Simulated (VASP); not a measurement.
Write the native input for VASP 6.6.1 that does the following.

```yaml
Task: density of states
Functional: LDA
Potentials_or_basis: VASP PAW LDA potentials, release 64 (Nb_sv, Te)
Cutoff: 520 eV
k_mesh: 8 × 8 × 8
Occupations: fermi-dirac, width 0.05 eV
Spin: no spin polarisation
Hubbard_terms: Nb d U = 3.0 eV
Dipole_correction: no
k_mesh_for_the_DOS: 12 × 12 × 12
Occupations_for_the_DOS: tetrahedron
Further_INCAR_settings: ALGO = Normal; EDIFF = 1e-06
```

NbTe:

```
Nb Te
1.0
     3.42570    0.00000    0.00000
     0.00000    3.42570    0.00000
     0.00000    0.00000    3.42570
Nb Te
1 1
Cartesian
  1.7128 1.7128 1.7128
  0.0000 0.0000 0.0000
```

The input as run:

POSCAR

```
NbTe
1.0
    3.4257000000      0.0000000000      0.0000000000
    0.0000000000      3.4257000000      0.0000000000
    0.0000000000      0.0000000000      3.4257000000
Nb Te
1 1
Direct
    0.5000000000      0.5000000000      0.5000000000
    0.0000000000      0.0000000000      0.0000000000
```

INCAR.step1

```
ALGO = Normal
EDIFF = 1E-6
ENCUT = 520
ISIF = 2
ISMEAR = -1
LASPH = T
LCHARG = T
LDAU = T
LDAUJ = 0 0
LDAUL = 2 -1
LDAUPRINT = 1
LDAUTYPE = 2
LDAUU = 3 0
LMAXMIX = 4
LREAL = F
LWAVE = F
NBANDS = 16
NELM = 150
PREC = Accurate
SIGMA = 0.05
```

KPOINTS.step1

```
k-points
0
Gamma
  8 8 8
```

INCAR.step2

```
ALGO = Normal
EDIFF = 1E-6
ENCUT = 520
ICHARG = 11
ISIF = 2
ISMEAR = -5
LASPH = T
LCHARG = F
LDAU = T
LDAUJ = 0 0
LDAUL = 2 -1
LDAUPRINT = 1
LDAUTYPE = 2
LDAUU = 3 0
LMAXMIX = 4
LORBIT = 10
LREAL = F
LWAVE = F
NEDOS = 2001
NELM = 150
PREC = Accurate
SIGMA = 0.05
```

KPOINTS.step2

```
k-points
0
Gamma
  12 12 12
```

Potentials or basis: VASP PAW LDA potentials, release 64 (Nb_sv, Te).

The run is started by

```sh
$ cat potpaw_LDA.64/Nb_sv/POTCAR potpaw_LDA.64/Te/POTCAR > POTCAR
$ cp INCAR.step1 INCAR
$ cp KPOINTS.step1 KPOINTS
$ mpirun -np 1 vasp_std > vasp.out
$ cp INCAR.step2 INCAR
$ cp KPOINTS.step2 KPOINTS
$ mpirun -np 1 vasp_std > vasp.out
```

Results of the run:

```yaml
Valence_electrons_inside_the_program's_atomic_spheres: Nb 10.40; Te 3.50
```

Caveat: spin-orbit coupling is left out, which moves the levels of the heavy elements; U without spin polarisation on a metal has little footing; the U is typed as a test and isn't derived for this compound.

It took 20 s on 1 thread of Intel(R) Xeon(R) 6975P-C (Granite Rapids), with other jobs on the host, peak memory 0.17 GiB.
